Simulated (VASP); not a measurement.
# TaN (P6/mmm) in VASP: further runs, part 2 of 2

VASP 6.6.1. Earlier steps stand in the parts before.

### Step 3. Single point, PBEsol

This run uses another cell than the first one, of 11.34 Å³/atom.

Input file INCAR:

```
PREC = Accurate ; ENCUT = 700
EDIFF = 1E-6 ; ISMEAR = 0
SIGMA = 0.1 ; LREAL = F
LASPH = T ; NELM = 120
ALGO = Normal ; ISIF = 2
LWAVE = F ; LCHARG = F
GGA = PS ; NBANDS = 36
GGA_COMPAT = F
```

Input file KPOINTS:

```
Automatic mesh
0
Gamma
  6 6 9
```

Input file POSCAR:

```
TaN
1.0
    5.1917848021      0.0000000000      0.0000000000
   -2.5958924011      4.4962175296      0.0000000000
    0.0000000000      0.0000000000      2.9137517646
Ta N
3 3
Direct
    0.0000000000      0.0000000000      0.0000000000
    0.3333333333      0.6666666667      0.5000000000
    0.6666666667      0.3333333333      0.5000000000
    0.5000000000      0.0000000000      0.0000000000
    0.0000000000      0.5000000000      0.0000000000
    0.5000000000      0.5000000000      0.0000000000
```

Potentials or basis: VASP PAW PBE potentials, release 64 (Ta_sv_GW, N).

Command:

```
$ cat potpaw_PBE.64/Ta_sv_GW/POTCAR potpaw_PBE.64/N/POTCAR > POTCAR
$ mpirun -np 1 vasp_std > vasp.out
```

OUTCAR:

```text
PREC = Accurate
   ENCUT = 700
   EDIFF = 1E-6
   ISMEAR = 0
   LREAL = F
   LASPH = T
   NELM = 120
   ISIF = 2
   GGA = PS

 ion  position               nearest neighbor table
   1  0.000  0.000  0.000-
   2  0.333  0.667  0.500-   5 2.09   5 2.09   4 2.09   4 2.09   6 2.09   6 2.09   3 3.00   3 3.00
                             3 3.00
   3  0.667  0.333  0.500-   5 2.09   5 2.09   4 2.09   4 2.09   6 2.09   6 2.09   2 3.00   2 3.00
                             2 3.00
   4  0.500  0.000  0.000-   2 2.09   3 2.09   2 2.09   3 2.09
   5  0.000  0.500  0.000-   2 2.09   3 2.09   2 2.09   3 2.09
   6  0.500  0.500  0.000-   2 2.09   3 2.09   2 2.09   3 2.09

  LATTYP: Found a hexagonal cell.
 ALAT       =     5.1917848021
 C/A-ratio  =     0.5612235244

  Lattice vectors:

 A1 = (   5.1917848021,   0.0000000000,   0.0000000000)
 A2 = (  -2.5958924011,   4.4962175296,   0.0000000000)
 A3 = (   0.0000000000,   0.0000000000,   2.9137517646)

Analysis of symmetry for initial positions (statically):
=====================================================================
 Subroutine PRICEL returns:
 Original cell was already a primitive cell.
[... 175 lines left out ...]
  free energy    TOTEN  =       -76.35067548 eV

  energy without entropy =      -76.34759297  energy(sigma->0) =      -76.34913422

 E-fermi :  11.8347     XC(G=0): -13.5279

 val. band max:       11.8228835257   @ k =   0.1667  -0.0000   0.2222
 cond. band min:      11.8596432270   @ k =   0.0000   0.0000   0.2222
 fundamental gap:      0.0367597013
 Fermi energy:        11.8347319725

 k-point     1 :       0.0000    0.0000    0.0000
  band No.  band energies     occupation
      1     -57.2572      2.00000
      2     -57.2095      2.00000
      3     -56.9418      2.00000
      4     -24.1059      2.00000
      5     -24.1059      2.00000
      6     -23.7252      2.00000
[... 925 lines left out ...]
     35      15.7426      0.00000
     36      16.3412      0.00000

 [... further k-points ...]
[... 5 lines left out ...]
  --------------------------------------------------------------------------------------
  -------------------------------------------------------------------------------------
  Total       -0.0065428     -0.0065428      0.0874317      0.0000000     -0.0000000      0.0000000
  in kB       -0.1541202     -0.1541202      2.0595062      0.0000000     -0.0000000      0.0000000
  external PRESSURE =       0.5837553 kB  Pullay stress =       0.0000000 kB

 VOLUME and BASIS-vectors are now :
 -----------------------------------------------------------------------------
  energy-cutoff  :      700.00
  volume of cell :       68.02
      direct lattice vectors                 reciprocal lattice vectors
     5.191784802  0.000000000  0.000000000     0.192611990  0.111204584  0.000000000
    -2.595892401  4.496217530  0.000000000     0.000000000  0.222409168  0.000000000
     0.000000000  0.000000000  2.913751765     0.000000000  0.000000000  0.343200135

 POSITION                                       TOTAL-FORCE (eV/Angst)
 -----------------------------------------------------------------------------------
      0.00000      0.00000      0.00000         0.000000      0.000000     -0.000000
     -0.00000      2.99748      1.45688        -0.000000      0.000000     -0.000000
      2.59589      1.49874      1.45688         0.000000      0.000000      0.000000
      2.59589      0.00000      0.00000         0.000000      0.000000     -0.000000
     -1.29795      2.24811      0.00000         0.000000      0.000000     -0.000000
      1.29795      2.24811      0.00000         0.000000      0.000000     -0.000000
 -----------------------------------------------------------------------------------
    total drift:                               -0.000000      0.000000     -0.000000

  FREE ENERGIE OF THE ION-ELECTRON SYSTEM (eV)
  ---------------------------------------------------
  free  energy   TOTEN  =       -76.3506754786 eV

  energy  without entropy=      -76.3475929664  energy(sigma->0) =      -76.34913422
```

OSZICAR:

```text
N       E                     dE             d eps       ncg     rms          rms(c)
[... 17 lines left out ...]
DAV:  18    -0.763940061904E+02    0.45614E-01   -0.35715E-02  3188   0.949E-01    0.539E+01
DAV:  19    -0.763627150687E+02    0.31291E-01   -0.48024E-02  3340   0.109E+00    0.300E+01
DAV:  20    -0.763554367772E+02    0.72783E-02   -0.86389E-03  3528   0.480E-01    0.192E+01
DAV:  21    -0.763513068355E+02    0.41299E-02   -0.81566E-03  3316   0.434E-01    0.101E+01
DAV:  22    -0.763507058299E+02    0.60101E-03   -0.22596E-03  3552   0.240E-01    0.318E+00
DAV:  23    -0.763506809812E+02    0.24849E-04   -0.91026E-05  3816   0.538E-02    0.136E+00
DAV:  24    -0.763506753628E+02    0.56184E-05   -0.40140E-05  3256   0.311E-02    0.358E-01
DAV:  25    -0.763506754786E+02   -0.11583E-06   -0.19166E-06  2268   0.872E-03
   1 F= -.76350675E+02 E0= -.76349134E+02  d E =-.308251E-02
```

Run time: 2 min. Hardware: 1 thread of Intel Xeon 6975P-C (Granite Rapids), shared host; peak memory 0.31 GiB.

What came out:

```yaml
Free_energy: -76.3507 eV
Pressure: 0.1 GPa
Band_gap_on_the_k_mesh: zero (bands 27 and 28 overlap by 2.06 eV)
```

Caveat: the PAW data sets were made with another functional, which shifts forces and pressure a little; spin-orbit coupling is left out, which moves the levels of the heavy elements.

### Step 4. Single point, PBEsol

This run uses another cell than the first one, of 11.26 Å³/atom.

Input file INCAR:

```
PREC     = Accurate       # precision mode
ENCUT    = 700            # plane-wave cutoff, eV
EDIFF    = 1E-6           # SCF threshold, eV
ISMEAR   = 0              # smearing method
SIGMA    = 0.1            # smearing width, eV
LREAL    = F              # projectors in reciprocal space
LASPH    = T              # aspherical terms in the spheres
NELM     = 120            # most SCF steps
ALGO     = Normal         # electronic algorithm
ISIF     = 2              # what is computed and relaxed
LWAVE    = F              # write WAVECAR
LCHARG   = F              # write CHGCAR
GGA      = PS             # functional
NBANDS   = 36             # bands
GGA_COMPAT= F
```

KPOINTS is that of step 3.

Edit POSCAR of step 3 so:

```diff
@@ -2,5 +2,5 @@
 1.0
-    5.1917848021      0.0000000000      0.0000000000
-   -2.5958924011      4.4962175296      0.0000000000
-    0.0000000000      0.0000000000      2.9137517646
+    5.1773909467      0.0000000000      0.0000000000
+   -2.5886954734      4.4837520852      0.0000000000
+    0.0000000000      0.0000000000      2.9109077980
 Ta N
```

Command:

```
$ cat potpaw_PBE.64/Ta_sv_GW/POTCAR potpaw_PBE.64/N/POTCAR > POTCAR
$ mpirun -np 1 vasp_std > vasp.out
```

Wall time 2.7 min (1 thread of Intel Xeon Platinum 8488C (Sapphire Rapids), shared host); peak memory 0.3 GiB.

Results (log left out):

```
Free energy            : -76.3468 eV
Pressure               : 2.1 GPa
Band gap on the k mesh : zero (bands 27 and 28 overlap by 2.07 eV)
```

Stress tensor (GPa, compression positive):
```
1.99 0.00 0.00
0.00 1.99 0.00
0.00 0.00 2.19
```

Levels at points of the mesh, in eV from the Fermi level:
```csv
k point,band 25,band 26,band 27,band 28,band 29,band 30
"(0.00, 0.00, 0.00)",-2.32,-1.89,-1.10,-1.10,0.94,0.94
"(0.50, 0.00, 0.00)",-2.71,-1.54,-0.52,1.52,1.99,2.01
```

Caveat: the PAW data sets were made with another functional, which shifts forces and pressure a little; spin-orbit coupling is left out, which moves the levels of the heavy elements.

### Step 5. Single point, PBEsol

This run uses another cell than the first one, of 11.15 Å³/atom.

Input file INCAR:

```
PREC = Accurate ; ENCUT = 700
EDIFF = 1E-6 ; ISMEAR = 0
SIGMA = 0.1 ; LREAL = False
LASPH = True ; NELM = 120
ALGO = Normal ; ISIF = 2
LWAVE = False ; LCHARG = False
GGA = PS ; NBANDS = 36
GGA_COMPAT = False
```

KPOINTS is that of step 4.

Edit POSCAR of step 4 so:

```diff
@@ -2,5 +2,5 @@
 1.0
-    5.1773909467      0.0000000000      0.0000000000
-   -2.5886954734      4.4837520852      0.0000000000
-    0.0000000000      0.0000000000      2.9109077980
+    5.1563681416      0.0000000000      0.0000000000
+   -2.5781840708      4.4655458019      0.0000000000
+    0.0000000000      0.0000000000      2.9065253805
 Ta N
```

Command:

```
$ cat potpaw_PBE.64/Ta_sv_GW/POTCAR potpaw_PBE.64/N/POTCAR > POTCAR
$ mpirun -np 1 vasp_std > vasp.out
```

Wall time 1.9 min (1 thread of Intel Xeon 6975P-C (Granite Rapids), shared host); peak memory 0.31 GiB.

It converged, with:

```yaml
Free_energy: -76.3309 eV
Pressure: 5.1 GPa
Band_gap_on_the_k_mesh: zero (bands 27 and 28 overlap by 2.10 eV)
```

Stress tensor (GPa, compression positive):
```
5.06 0.00 0.00
0.00 5.06 0.00
0.00 0.00 5.29
```

Levels at points of the mesh, in eV from the Fermi level:
| k point | band 25 | band 26 | band 27 | band 28 | band 29 | band 30 |
| --- | --- | --- | --- | --- | --- | --- |
| (0.00, 0.00, 0.00) | -2.34 | -1.89 | -1.12 | -1.12 | 0.93 | 0.93 |
| (0.50, 0.00, 0.00) | -2.71 | -1.55 | -0.51 | 1.55 | 2.01 | 2.03 |

Caveat: the cell stands under pressure; the PAW data sets were made with another functional, which shifts forces and pressure a little; spin-orbit coupling is left out, which moves the levels of the heavy elements.

### Step 6. Overview

```tsv
cell	gap on the mesh (eV)	pressure (GPa)
a = 5.124, b = 5.124, c = 2.900 Å, angles 90.0, 90.0, 120.0°, 6 atoms	none	10.2
a = 5.192, b = 5.192, c = 2.914 Å, angles 90.0, 90.0, 120.0°, 6 atoms	none	0.1
a = 5.177, b = 5.177, c = 2.911 Å, angles 90.0, 90.0, 120.0°, 6 atoms	none	2.1
a = 5.156, b = 5.156, c = 2.907 Å, angles 90.0, 90.0, 120.0°, 6 atoms	none	5.1
```

Alike in all rows: task single point; level PBEsol; potentials or basis VASP PAW PBE potentials, release 64 (Ta_sv_GW, N); no spin polarisation; k mesh 6 × 6 × 9; cutoff (eV) 700; smearing gaussian 0.1 eV.

Caveats: the PAW data sets were made with another functional, which shifts forces and pressure a little; spin-orbit coupling is left out, which moves the levels of the heavy elements; the cell stands under pressure (at least some runs).

Total energies depend on the potentials used, so only differences within one code and one set of settings carry meaning.

The gap in the log of VASP goes by the Fermi energy; the results here count the filled bands.